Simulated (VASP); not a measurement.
# GaN in VASP: notebook, part 2 of 2

VASP 6.6.1. The steps go on from the part before.

## (4) Single point, PBEsol

This run uses another cell than the first one, of 11.99 Å³/atom, 1.083 times its volume.

The input, INCAR:

```
PREC = Accurate
ENCUT = 520
EDIFF = 1E-6
ISMEAR = 0
SIGMA = 0.05
LREAL = False
LASPH = True
NELM = 100
ALGO = Normal
ISIF = 2
LWAVE = False
LCHARG = True
GGA = PS
LELF = True
LVHAR = True
NBANDS = 26
```

The input, KPOINTS:

```
regular mesh
0
Gamma
  8 8 6
```

The input, POSCAR:

```
GaN
1.0
    0.0000000000     -2.2490913701     -2.3091421097
    0.0000000000      2.2490913701     -2.3091421097
    4.6182842193      0.0000000000      0.0000000000
Ga N
2 2
Direct
    0.5000000000      0.5000000000      0.5000000000
    0.0000000000      0.0000000000      0.0000000000
    0.0000000000      0.5000000000      0.2500000000
    0.5000000000      0.0000000000      0.7500000000
```

Potentials or basis: VASP PAW PBE potentials, release 64 (Ga_d, N).

Run with:

```
cat potpaw_PBE.64/Ga_d/POTCAR potpaw_PBE.64/N/POTCAR > POTCAR
mpirun -np 1 vasp_std > vasp.out
```

OUTCAR:

```text
PREC = Accurate
   ENCUT = 520
   EDIFF = 1E-6
   ISMEAR = 0
   LREAL = False
   LASPH = True
   NELM = 100
   ISIF = 2
   GGA = PS

 ion  position               nearest neighbor table
   1  0.500  0.500  0.500-   3 1.98   4 1.98   4 1.98   3 1.98
   2  0.000  0.000  0.000-   3 1.98   4 1.98   3 1.98   4 1.98
   3  0.000  0.500  0.250-   1 1.98   2 1.98   2 1.98   1 1.98
   4  0.500  0.000  0.750-   1 1.98   2 1.98   1 1.98   2 1.98

  LATTYP: Found a base centered orthorhombic cell.
 ALAT       =     4.4981827402
 B/A-ratio  =     1.0267000000
 C/A-ratio  =     1.0267000000

  Lattice vectors:

 A1 = (   0.0000000000,  -2.2490913701,   2.3091421097)
 A2 = (   0.0000000000,  -2.2490913701,  -2.3091421097)
 A3 = (   4.6182842193,   0.0000000000,   0.0000000000)

Analysis of symmetry for initial positions (statically):
=====================================================================
 Subroutine PRICEL returns following result:

  LATTYP: Found a body centered tetragonal cell.
 ALAT       =     3.2656200889
 C/A-ratio  =     1.3774360206

  Lattice vectors:

[... 183 lines left out ...]

  energy without entropy =      -26.16355902  energy(sigma->0) =      -26.16355902

 E-fermi :   5.0179     XC(G=0): -11.6546

 val. band max:        4.7319898873   @ k =   0.0000   0.0000   0.0000
 cond. band min:       6.0350453862   @ k =   0.0000   0.0000   0.0000
 fundamental gap:      1.3030554988
 Fermi energy:         5.0178617617

 k-point     1 :       0.0000    0.0000    0.0000
  band No.  band energies     occupation
      1     -10.8846      2.00000
      2      -9.9635      2.00000
      3      -8.7282      2.00000
      4      -8.7282      2.00000
      5      -8.7027      2.00000
      6      -8.6356      2.00000
[... 685 lines left out ...]
     25      15.1164      0.00000
     26      16.7807      0.00000

 [... further k-points ...]

------------------------ aborting loop because EDIFF is reached ----------------------------------------

  FORCE on cell =-STRESS in cart. coord.  units (eV):
  Direction    XX          YY          ZZ          XY          YZ          ZX
  --------------------------------------------------------------------------------------
  -------------------------------------------------------------------------------------
  Total       -3.1000505     -2.1425119     -3.0936804      0.0000000      0.0000000      0.0000000
  in kB     -103.5406620    -71.5591898   -103.3279046      0.0000000      0.0000000      0.0000000
  external PRESSURE =     -92.8092521 kB  Pullay stress =       0.0000000 kB

 VOLUME and BASIS-vectors are now :
 -----------------------------------------------------------------------------
  energy-cutoff  :      520.00
  volume of cell :       47.97
      direct lattice vectors                 reciprocal lattice vectors
     0.000000000 -2.249091370 -2.309142110     0.000000000 -0.222312000 -0.216530632
     0.000000000  2.249091370 -2.309142110     0.000000000  0.222312000 -0.216530632
     4.618284219  0.000000000  0.000000000     0.216530632  0.000000000  0.000000000

 POSITION                                       TOTAL-FORCE (eV/Angst)
 -----------------------------------------------------------------------------------
      2.30914      0.00000     -2.30914        -0.000000      0.000000      0.000000
      0.00000      0.00000      0.00000         0.000000      0.000000      0.000000
      1.15457      1.12455     -1.15457         0.000000      0.000000      0.000000
      3.46371     -1.12455     -1.15457         0.000000     -0.000000      0.000000
 -----------------------------------------------------------------------------------
    total drift:                               -0.000000     -0.000000     -0.000000

  FREE ENERGIE OF THE ION-ELECTRON SYSTEM (eV)
  ---------------------------------------------------
  free  energy   TOTEN  =       -26.1635590225 eV

  energy  without entropy=      -26.1635590225  energy(sigma->0) =      -26.16355902
```

OSZICAR:

```text
N       E                     dE             d eps       ncg     rms          rms(c)
DAV:   1     0.264435027711E+03    0.26444E+03   -0.17910E+04  4906   0.252E+03
DAV:   2     0.515923982989E+01   -0.25928E+03   -0.24536E+03  4762   0.469E+02
DAV:   3    -0.284090144180E+02   -0.33568E+02   -0.33078E+02  5094   0.138E+02
DAV:   4    -0.295977280344E+02   -0.11887E+01   -0.11830E+01  5300   0.277E+01
DAV:   5    -0.296232607676E+02   -0.25533E-01   -0.25501E-01  5280   0.392E+00    0.992E+00
DAV:   6    -0.261627363237E+02    0.34605E+01   -0.81629E+00  7364   0.464E+01    0.307E+00
DAV:   7    -0.262061994372E+02   -0.43463E-01   -0.11150E+00  4676   0.795E+00    0.257E+00
DAV:   8    -0.261835288811E+02    0.22671E-01   -0.19949E-01  7010   0.437E+00    0.121E+00
DAV:   9    -0.261631249436E+02    0.20404E-01   -0.49434E-02  6908   0.353E+00    0.415E-01
DAV:  10    -0.261635637503E+02   -0.43881E-03   -0.80719E-03  4602   0.563E-01    0.128E-01
DAV:  11    -0.261635587367E+02    0.50136E-05   -0.32965E-04  6672   0.372E-01    0.781E-02
DAV:  12    -0.261635597968E+02   -0.10601E-05   -0.50784E-05  4756   0.508E-02    0.864E-02
DAV:  13    -0.261635590225E+02    0.77436E-06   -0.93179E-07  3384   0.127E-02
   1 F= -.26163559E+02 E0= -.26163559E+02  d E =-.467059E-18
```

Run time: 76 s. Hardware: 1 thread of Intel Xeon Platinum 8488C (Sapphire Rapids), shared host; peak memory 0.21 GiB.

What came out:

- Free energy: -26.1636 eV
- Pressure: -9.3 GPa
- Band gap on the k mesh: 1.30 eV

Caveat: the PAW data sets were made with another functional, which shifts forces and pressure a little.

## (5) Single point, PBEsol

This run uses another cell than the first one, of 11.99 Å³/atom, 1.083 times its volume.

The input, INCAR:

```
SYSTEM = GaN
  ALGO = Normal
  EDIFF = 1E-6
  ENCUT = 520
  GGA = PS
  ISIF = 2
  ISMEAR = 0
  LASPH = .True.
  LCHARG = .True.
  LELF = .True.
  LREAL = .False.
  LVHAR = .True.
  LWAVE = .False.
  NBANDS = 26
  NELM = 80
  PREC = Accurate
  SIGMA = 0.05
```

The input, KPOINTS:

```
k-points
0
Gamma
  8 8 6
  0 0 0
```

The input, POSCAR:

```
GaN
1.0
    0.0000000000     -2.2490913701     -2.3091421097
    0.0000000000      2.2490913701     -2.3091421097
    4.6182842193      0.0000000000      0.0000000000
Ga N
2 2
Direct
    0.4984372640      0.4984372640      0.5000000000
    0.0015627360      0.0015627360      0.0000000000
    0.0128940960      0.4871059040      0.2500000000
    0.4871059040      0.0128940960      0.7500000000
```

Potentials or basis: VASP PAW PBE potentials, release 64 (Ga_d, N).

Run with:

```
cat potpaw_PBE.64/Ga_d/POTCAR potpaw_PBE.64/N/POTCAR > POTCAR
mpirun -np 1 vasp_std > vasp.out
```

OUTCAR:

```text
SYSTEM = GaN
   EDIFF = 1E-6
   ENCUT = 520
   GGA = PS
   ISIF = 2
   ISMEAR = 0
   LASPH = .True.
   LREAL = .False.
   NELM = 80
   PREC = Accurate

 ion  position               nearest neighbor table
   1  0.498  0.498  0.500-   3 1.95   4 1.95   3 2.02   4 2.02
   2  0.002  0.002  0.000-   3 1.95   4 1.95   3 2.02   4 2.02
   3  0.013  0.487  0.250-   1 1.95   2 1.95   2 2.02   1 2.02
   4  0.487  0.013  0.750-   1 1.95   2 1.95   2 2.02   1 2.02

[... 898 lines left out ...]
  FORCE on cell =-STRESS in cart. coord.  units (eV):
  Direction    XX          YY          ZZ          XY          YZ          ZX
  --------------------------------------------------------------------------------------
  -------------------------------------------------------------------------------------
  Total       -2.8013881     -2.0358485     -2.8762424      0.0000000      0.0000000      0.0000000
  in kB      -93.5654372    -67.9966659    -96.0655456      0.0000000      0.0000000      0.0000000
  external PRESSURE =     -85.8758829 kB  Pullay stress =       0.0000000 kB

 VOLUME and BASIS-vectors are now :
 -----------------------------------------------------------------------------
  energy-cutoff  :      520.00
  volume of cell :       47.97
      direct lattice vectors                 reciprocal lattice vectors
     0.000000000 -2.249091370 -2.309142110     0.000000000 -0.222312000 -0.216530632
     0.000000000  2.249091370 -2.309142110     0.000000000  0.222312000 -0.216530632
     4.618284219  0.000000000  0.000000000     0.216530632  0.000000000  0.000000000

 POSITION                                       TOTAL-FORCE (eV/Angst)
 -----------------------------------------------------------------------------------
      2.30914      0.00000     -2.30192        -0.000000      0.000000     -0.476077
      0.00000      0.00000     -0.00722        -0.000000      0.000000      0.476077
      1.15457      1.06655     -1.15457         0.000000      0.899097     -0.000000
      3.46371     -1.06655     -1.15457        -0.000000     -0.899097     -0.000000
 -----------------------------------------------------------------------------------
    total drift:                               -0.000000     -0.000001     -0.000000

  FREE ENERGIE OF THE ION-ELECTRON SYSTEM (eV)
  ---------------------------------------------------
  free  energy   TOTEN  =       -26.1079280416 eV

  energy  without entropy=      -26.1079280416  energy(sigma->0) =      -26.10792804
```

OSZICAR:

```text
N       E                     dE             d eps       ncg     rms          rms(c)
DAV:   1     0.264898166399E+03    0.26490E+03   -0.17909E+04  4914   0.252E+03
DAV:   2     0.510473325875E+01   -0.25979E+03   -0.24561E+03  4770   0.470E+02
DAV:   3    -0.283778765023E+02   -0.33483E+02   -0.33002E+02  5052   0.138E+02
DAV:   4    -0.295637775263E+02   -0.11859E+01   -0.11803E+01  5370   0.278E+01
DAV:   5    -0.295885679506E+02   -0.24790E-01   -0.24761E-01  5364   0.384E+00    0.995E+00
DAV:   6    -0.261069010693E+02    0.34817E+01   -0.83307E+00  7394   0.467E+01    0.308E+00
DAV:   7    -0.261508438979E+02   -0.43943E-01   -0.11263E+00  4648   0.802E+00    0.258E+00
DAV:   8    -0.261281167401E+02    0.22727E-01   -0.20333E-01  7004   0.440E+00    0.121E+00
DAV:   9    -0.261074983290E+02    0.20618E-01   -0.51261E-02  6864   0.358E+00    0.414E-01
DAV:  10    -0.261079612596E+02   -0.46293E-03   -0.81146E-03  4582   0.575E-01    0.133E-01
DAV:  11    -0.261079508001E+02    0.10459E-04   -0.38186E-04  6490   0.403E-01    0.788E-02
DAV:  12    -0.261079436358E+02    0.71643E-05   -0.48747E-05  4844   0.574E-02    0.762E-02
DAV:  13    -0.261079420124E+02    0.16234E-05   -0.27265E-06  4094   0.125E-02    0.680E-02
DAV:  14    -0.261079272218E+02    0.14791E-04   -0.47851E-05  5718   0.873E-02    0.246E-02
DAV:  15    -0.261079280416E+02   -0.81977E-06   -0.95653E-06  5578   0.322E-02
   1 F= -.26107928E+02 E0= -.26107928E+02  d E =-.107198E-12
```

It took 70 s on 1 thread of Intel Xeon Platinum 8488C (Sapphire Rapids), shared host; peak memory 0.21 GiB.

Results:

| Item | Value |
| --- | --- |
| Free energy | -26.1079 eV |
| Pressure | -8.6 GPa |
| Largest force | 0.899 eV/Å |
| Band gap on the k mesh | 1.31 eV |

Forces on the atoms (eV/Å):
```
Ga   0.000  0.000 -0.476
Ga   0.000  0.000  0.476
N    0.000  0.899  0.000
N    0.000 -0.899  0.000
```

Caveat: the PAW data sets were made with another functional, which shifts forces and pressure a little. A hybrid or GW would open this gap; PBEsol tends to underestimate it.
